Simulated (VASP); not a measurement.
Set up this calculation in VASP 6.6.1, as the native input.

```
Task                   : single point
Functional             : PBE
Potentials or basis    : VASP PAW PBE potentials, release 64 (Ca_sv, S, I)
Cutoff                 : 520 eV
k mesh                 : 3 × 3 × 4
Occupations            : gaussian, width 0.1 eV
Spin                   : no spin polarisation
Dipole correction      : no
Further INCAR settings : ALGO = Normal; EDIFF = 1e-07; NBANDS = 32
```

The structure of Ca2SI3 lies in POSCAR:

```
Ca2SI3
1.0
    7.3379124500      0.0000000000      0.0000000000
   -3.6689562200      6.3548185900      0.0000000000
    0.0000000000      0.0000000000      4.3114502800
Ca S I
2 1 3
Direct
    0.3333333300      0.6666666700      0.0000000000
    0.6666666700      0.3333333300      0.0000000000
    0.0000000000      0.0000000000      0.0000000000
    0.5000000000      0.0000000000      0.5000000000
    0.5000000000      0.5000000000      0.5000000000
    0.0000000000      0.5000000000      0.5000000000
```

The cell was generated, and may not be a known phase.

One way to write it, as run:

INCAR

```
ALGO = Normal
EDIFF = 1E-7
ENCUT = 520
GGA = PE
ISIF = 2
ISMEAR = 0
LASPH = T
LCHARG = F
LREAL = F
LWAVE = F
NBANDS = 32
NELM = 60
PREC = Accurate
SIGMA = 0.1
```

KPOINTS

```
k-points
0
Gamma
  3 3 4
```

Potentials or basis: VASP PAW PBE potentials, release 64 (Ca_sv, S, I).

Command:

```sh
$ cat potpaw_PBE.64/Ca_sv/POTCAR potpaw_PBE.64/S/POTCAR potpaw_PBE.64/I/POTCAR > POTCAR
$ mpirun -np 1 vasp_std > vasp.out
```

Results of the run:

```json
{
  "Pressure": "4.4 GPa",
  "Band gap on the k mesh": "zero (an odd number of electrons rules out a gap without spin polarisation)"
}
```

Caveat: the k points lie up to 0.36 Å⁻¹ apart, too coarse for converged energies and pressures of a metal; spin-orbit coupling is left out, which moves the levels of the heavy elements; an odd number of electrons without spin polarisation forces a metal; a magnetic or distorted state may lie lower.

It took 61 s on 1 thread of Intel(R) Xeon(R) Platinum 8259CL CPU @ 2.50GHz (Skylake/Cascade Lake), with other jobs on the host, peak memory 0.33 GiB.
